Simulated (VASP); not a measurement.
# SiO2 (I-42d) in VASP: further runs, part 3 of 3

VASP 6.6.1. Earlier steps stand in the parts before.

### Step 5. Single point, PBE (strain -0.050 along x and y, +0.050 along z)

Contents of INCAR:

```
SYSTEM = SiO2
ALGO     = Normal         ! electronic algorithm
EDIFF    = 1E-6           ! SCF threshold, eV
ENCUT    = 520            ! plane-wave cutoff, eV
GGA      = PE             ! functional
ISIF     = 2              ! what is computed and relaxed
ISMEAR   = 0              ! smearing method
LASPH    = .TRUE.         ! aspherical terms in the spheres
LCHARG   = .TRUE.         ! write CHGCAR
LELF     = .TRUE.         ! ELF
LREAL    = .FALSE.        ! projectors in reciprocal space
LVHAR    = .TRUE.       
LWAVE    = .FALSE.        ! write WAVECAR
NBANDS   = 25             ! bands
NELM     = 100            ! most SCF steps
PREC     = Accurate       ! precision mode
SIGMA    = 0.05           ! smearing width, eV
```

Contents of KPOINTS:

```
k-points
0
G
  6 6 6
  0 0 0
```

Contents of POSCAR:

```
SiO2
1.0
   -2.3877008061      2.3877008061      3.8738602040
    2.3877008061     -2.3877008061      3.8738602040
    2.3877008061      2.3877008061     -3.8738602040
Si O
2 4
Direct
    0.0000000000      0.0000000000      0.0000000000
    0.7500000000      0.2500000000      0.5000000000
    0.9670112602      0.6250000000      0.8420112602
    0.3750000000      0.2170112602      0.3420112602
    0.7829887398      0.1250000000      0.1579887398
    0.8750000000      0.0329887398      0.6579887398
```

Potentials or basis: VASP PAW PBE potentials, release 64 (Si, O).

The run is started by

```bash
$ cat potpaw_PBE.64/Si/POTCAR potpaw_PBE.64/O/POTCAR > POTCAR
$ mpirun -np 1 vasp_std > vasp.out
```

OUTCAR:

```text
SYSTEM = SiO2
   EDIFF = 1E-6
   ENCUT = 520
   GGA = PE
   ISIF = 2
   ISMEAR = 0
   LASPH = .TRUE.
   LREAL = .FALSE.
   NELM = 100
   PREC = Accurate

 ion  position               nearest neighbor table
   1  0.000  0.000  0.000-   4 1.60   5 1.60   3 1.60   6 1.60   2 3.07   2 3.07   2 3.07   2 3.07

   2  0.750  0.250  0.500-   3 1.60   6 1.60   5 1.60   4 1.60   1 3.07   1 3.07   1 3.07   1 3.07

   3  0.967  0.625  0.842-   2 1.60   1 1.60
   4  0.375  0.217  0.342-   1 1.60   2 1.60
   5  0.783  0.125  0.158-   1 1.60   2 1.60
   6  0.875  0.033  0.658-   2 1.60   1 1.60

  LATTYP: Found a body centered tetragonal cell.
 ALAT       =     4.7754016122
 C/A-ratio  =     1.6224227902

  Lattice vectors:

 A1 = (  -2.3877008061,   2.3877008061,   3.8738602040)
 A2 = (   2.3877008061,  -2.3877008061,   3.8738602040)
 A3 = (   2.3877008061,   2.3877008061,  -3.8738602040)

Analysis of symmetry for initial positions (statically):
=====================================================================
 Subroutine PRICEL returns:
 Original cell was already a primitive cell.

 Routine SETGRP: Setting up the symmetry group for a
 body centered tetragonal supercell.

 Subroutine GETGRP returns: Found  8 space group operations
 (whereof  4 operations were pure point group operations)
 out of a pool of 16 trial point group operations.

The static configuration has the point symmetry S_4 .
 The point group associated with its full space group is D_2d.

Analysis of symmetry for dynamics (positions and initial velocities):
=====================================================================
 Subroutine PRICEL returns:
 Original cell was already a primitive cell.

 Routine SETGRP: Setting up the symmetry group for a
 body centered tetragonal supercell.

 Subroutine GETGRP returns: Found  8 space group operations
 (whereof  4 operations were pure point group operations)
 out of a pool of 16 trial point group operations.

The dynamic configuration has the point symmetry S_4 .
 The point group associated with its full space group is D_2d.

 Subroutine INISYM returns: Found  8 space group operations
 (whereof  4 operations are pure point group operations),
 and found     1 'primitive' translations

----------------------------------------------------------------------------------------

                                     Primitive cell

  volume of cell :      88.3413

  direct lattice vectors                    reciprocal lattice vectors
    -2.387700806  2.387700806  3.873860204     0.000000000  0.209406471  0.129070223
     2.387700806 -2.387700806  3.873860204     0.209406471  0.000000000  0.129070223
     2.387700806  2.387700806 -3.873860204     0.209406471  0.209406471  0.000000000

  length of vectors
     5.138971021  5.138971021  5.138971021     0.245988196  0.245988196  0.296145472

  position of ions in fractional coordinates (direct lattice)
     0.000000000  0.000000000  0.000000000
     0.750000000  0.250000000  0.500000000
     0.967011260  0.625000000  0.842011260
     0.375000000  0.217011260  0.342011260
     0.782988740  0.125000000  0.157988740
     0.875000000  0.032988740  0.657988740

  ion indices of the primitive-cell ions
   primitive index   ion index
[... 27 lines left out ...]

 Subroutine IBZKPT returns following result:
 ===========================================

 Found     30 irreducible k-points:

 Following reciprocal coordinates:
            Coordinates               Weight
  0.000000  0.000000  0.000000      1.000000
  0.166667  0.000000  0.000000      8.000000
  0.333333 -0.000000  0.000000      8.000000
  0.500000  0.000000  0.000000      4.000000
  0.166667  0.166667  0.000000      8.000000
  0.333333  0.166667  0.000000     16.000000
[... 16 lines left out ...]
 -0.333333 -0.333333  0.166667      8.000000
 -0.166667 -0.333333  0.166667      8.000000
 [... further k-points ...]
   k-points           NKPTS =     30   k-points in BZ     NKDIM =     30   number of bands    NBANDS=     25
   number of dos      NEDOS =    301   number of ions     NIONS =      6
   total plane-waves  NPLWV =  64000
   dimension x,y,z NGX =    40 NGY =   40 NGZ =   40
   dimension x,y,z NGXF=    80 NGYF=   80 NGZF=   80
   ions per type =               2   4
   NGX,Y,Z   is equivalent  to a cutoff of  12.94, 12.94, 12.94 a.u.
   NGXF,Y,Z  is equivalent  to a cutoff of  25.88, 25.88, 25.88 a.u.
 SYSTEM =  SiO2
   PREC   = accura    normal or accurate (medium, high low for compatibility)
   ISTART =      0    job   : 0-new  1-cont  2-samecut
   ICHARG =      2    charge: 1-file 2-atom 10-const
   ISPIN  =      1    spin polarized calculation?
   LNONCOLLINEAR =      F non collinear calculations
   LSORBIT =      F    spin-orbit coupling
   LASPH  =      T    aspherical Exc in radial PAW
   ENCUT  =  520.0 eV  38.22 Ry    6.18 a.u.   9.56  9.56  9.56*2*pi/ulx,y,z
   NELM   =    100;   NELMIN=  2; NELMDL= -5     # of ELM steps
   EDIFF  = 0.1E-05   stopping-criterion for ELM
   LREAL  =      F    real-space projection
   EDIFFG = 0.1E-04   stopping-criterion for IOM
   NSW    =      0    number of steps for IOM
   IBRION =     -1    ionic relax: 0-MD 1-quasi-New 2-CG
   NFREE  =      0    steps in history (QN), initial steepest desc. (CG)
   ISIF   =      2    stress and relaxation
   ISYM   =      2    0-nonsym 1-usesym 2-fastsym
   POTIM  = 0.5000    time-step for ionic-motion
   TEBEG  =    0.0;   TEEND  =   0.0 temperature during run
   PSTRESS=    0.0 pullay stress
   NELECT =      32.0000    total number of electrons
   NUPDOWN=      -1.0000    fix difference up-down
   EMIN   =  10.00;   EMAX   =-10.00  energy-range for DOS
   EFERMI =   0.00;   METHOD = LEGACY
   ISMEAR =     0;   SIGMA  =   0.05  broadening in eV -4-tet -1-fermi 0-gaus
   EFERMI_NEDOS =   21; number of points for ismear=-14 and -15
   IALGO  =     38    algorithm
   IMIX   =      4    mixing-type and parameters
     AMIX     =   0.40;   BMIX     =  1.00
     AMIX_MAG =   1.60;   BMIX_MAG =  1.00
  volume/ion in A,a.u.               =      14.72        99.36
  Fermi-wavevector in a.u.,A,eV,Ry     =   1.166998  2.205307 18.529572  1.361885
  Thomas-Fermi vector in A             =   2.303504
   LORBIT       =      0    0 simple, 1 ext, 2 COOP (PROOUT), +10 PAW based schemes
   GGA     = PE    functional components
   LHFCALC =     F    Hartree Fock is set to
   AEXX    =    0.0000 exact exchange contribution
   IVDW    =     0    specifies the selected vdW correction
   LEPSILON=     F    determine dielectric tensor
   LRPA    =     F    only Hartree local field effects (RPA)
 non-spin polarized calculation
 Gauss-broadening in eV      SIGMA  =   0.05
  energy-cutoff  :      520.00
  volume of cell :       88.34
 maximum number of plane-waves:      2404
 NGX is ok and might be reduce to    40
   NGX = 19   NGY = 19   NGZ = 19

 number of electron      32.0000000 magnetization

 Free energy of the ion-electron system (eV)
  ---------------------------------------------------
  ext. energy  EPLUGINS =         0.00000000
  ---------------------------------------------------
  free energy    TOTEN  =       -47.25357799 eV

  energy without entropy =      -47.25357799  energy(sigma->0) =      -47.25357799

 E-fermi :   0.0317     XC(G=0):  -8.2180

 val. band max:       -0.1782592985   @ k =   0.0000   0.0000   0.0000
 cond. band min:       5.6688724006   @ k =   0.0000   0.0000   0.0000
 fundamental gap:      5.8471316991
 Fermi energy:         0.0317412078

 k-point     1 :       0.0000    0.0000    0.0000
  band No.  band energies     occupation
      1     -19.6382      2.00000
      2     -17.6340      2.00000
      3     -17.3911      2.00000
      4     -17.3911      2.00000
      5      -9.6869      2.00000
      6      -5.8614      2.00000
[... 661 lines left out ...]
     24      13.2150      0.00000
     25      13.6289      0.00000

 [... further k-points ...]
[... 5 lines left out ...]
  --------------------------------------------------------------------------------------
  -------------------------------------------------------------------------------------
  Total        5.7370623      5.7370623      2.6958618      0.0000000      0.0000000      0.0000000
  in kB      104.0486386    104.0486386     48.8927500      0.0000000      0.0000000      0.0000000
  external PRESSURE =      85.6633424 kB  Pullay stress =       0.0000000 kB

 VOLUME and BASIS-vectors are now :
 -----------------------------------------------------------------------------
  energy-cutoff  :      520.00
  volume of cell :       88.34
      direct lattice vectors                 reciprocal lattice vectors
    -2.387700806  2.387700806  3.873860204     0.000000000  0.209406471  0.129070223
     2.387700806 -2.387700806  3.873860204     0.209406471  0.000000000  0.129070223
     2.387700806  2.387700806 -3.873860204     0.209406471  0.209406471  0.000000000

 POSITION                                       TOTAL-FORCE (eV/Angst)
 -----------------------------------------------------------------------------------
      0.00000      0.00000      0.00000        -0.000000      0.000000      0.000000
      0.00000      2.38770      1.93693        -0.000000      0.000000      0.000000
      1.19385      2.82709      2.90540        -0.000000      0.654469     -0.000000
      0.43939      1.19385      0.96847         0.654469      0.000000     -0.000000
     -1.19385      1.94831      2.90540         0.000000     -0.654469      0.000000
     -0.43939      3.58155      0.96847        -0.654469      0.000000      0.000000
 -----------------------------------------------------------------------------------
    total drift:                                0.000001      0.000001      0.000000

  FREE ENERGIE OF THE ION-ELECTRON SYSTEM (eV)
  ---------------------------------------------------
  free  energy   TOTEN  =       -47.2535779883 eV

  energy  without entropy=      -47.2535779882  energy(sigma->0) =      -47.25357799
```

Run time: 46 s. Hardware: 1 thread of AMD EPYC 9R45 (Zen 5), shared host; peak memory 0.21 GiB.

What came out:

```yaml
Free_energy: -47.2536 eV
Pressure: 8.6 GPa
Largest_force: 0.654 eV/Å
Band_gap_on_the_k_mesh: 5.85 eV, direct
```

Forces in eV/Å, atoms in the order of the input:
```
Si   0.000  0.000  0.000
Si   0.000  0.000  0.000
O    0.000  0.654  0.000
O    0.654  0.000  0.000
O    0.000 -0.654  0.000
O   -0.654  0.000  0.000
```

Stress tensor (GPa, compression positive):
```
10.40  0.00  0.00
 0.00 10.40  0.00
 0.00  0.00  4.89
```

Levels at points of the mesh, in eV from the valence-band top:
```tsv
k point	band 14	band 15	band 16	band 17	band 18	band 19
(0.00, 0.00, 0.00)	-0.81	0.00	0.00	5.85	8.80	10.31
(0.50, 0.00, 0.00)	-0.88	-0.69	-0.12	8.23	8.78	9.69
(0.50, 0.50, 0.00)	-1.12	-0.51	-0.51	9.09	9.09	10.18
(0.50, 0.50, 0.50)	-1.58	-0.23	-0.23	8.72	8.72	10.39
```

Caveat: the cell differs from its parent crystal (strain -0.050 along x and y, +0.050 along z). A k mesh can miss the band edges.

### Step 6. Summary

```tsv
cell	gap on the mesh (eV)	pressure (GPa)	largest force (eV/Å)
a = 4.929 Å, angles 120.4, 120.4, 89.4°, 6 atoms	6.25	19.2	1.15
a = 5.070 Å, angles 123.8, 123.8, 83.5°, 6 atoms	6.03	13.7	0.92
a = 4.995 Å, angles 121.2, 121.2, 87.9°, 6 atoms	6.13	13.7	0.84
a = 5.139 Å, angles 124.6, 124.6, 82.2°, 6 atoms	5.85	8.6	0.65
```

Alike in all rows: task single point; level PBE; potentials or basis VASP PAW PBE potentials, release 64 (Si, O); no spin polarisation; k mesh 6 × 6 × 6; cutoff (eV) 520; smearing gaussian 0.05 eV.

Caveats: forces of over 1 eV/Å act on the atoms, so gaps and moduli don't describe the material at rest (some runs).

Absolute energies hang on the potentials; compare differences alone.
